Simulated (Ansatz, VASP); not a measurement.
BeS5 in VASP and in Ansatz

```
Be S
1.0
     5.39256    0.00000    0.00000
    -2.69628    4.67009    0.00000
     0.00000    0.00000    4.53183
Be S
1 5
Direct
  0.00000 0.00000 0.50000
  0.33333 0.66667 0.28993
  0.66667 0.33333 0.28993
  0.66667 0.33333 0.71007
  0.33333 0.66667 0.71007
  0.00000 0.00000 0.00000
```

Alike in both runs: task relaxation of cell and atoms; functional PBE; k mesh 12 × 12 × 8; occupations gaussian, width 0.1 eV; no spin polarisation.

|  | VASP | Ansatz |
| --- | --- | --- |
| version | VASP 6.6.1 | Ansatz 0.2.0 |
| potentials or method | VASP PAW PBE potentials, release 64 (Be, S), cutoff 600 eV | scalar-relativistic, plane waves, PAW |
| valence electrons in the cell | 32 | 32 |

|  | VASP | Ansatz | Ansatz less VASP |
| --- | --- | --- | --- |
| gap on the k mesh at the Fermi level, each at its own relaxed structure (eV) | none | none | - |
| relaxed volume (Å³/atom) | 18.90 | 18.92 | +0.020 |
| relaxed cell length with the largest relative difference (Å) | 5.386 | 5.389 | +0.0033 |

A gap of «none» marks a metal or a gap that the smearing closes.
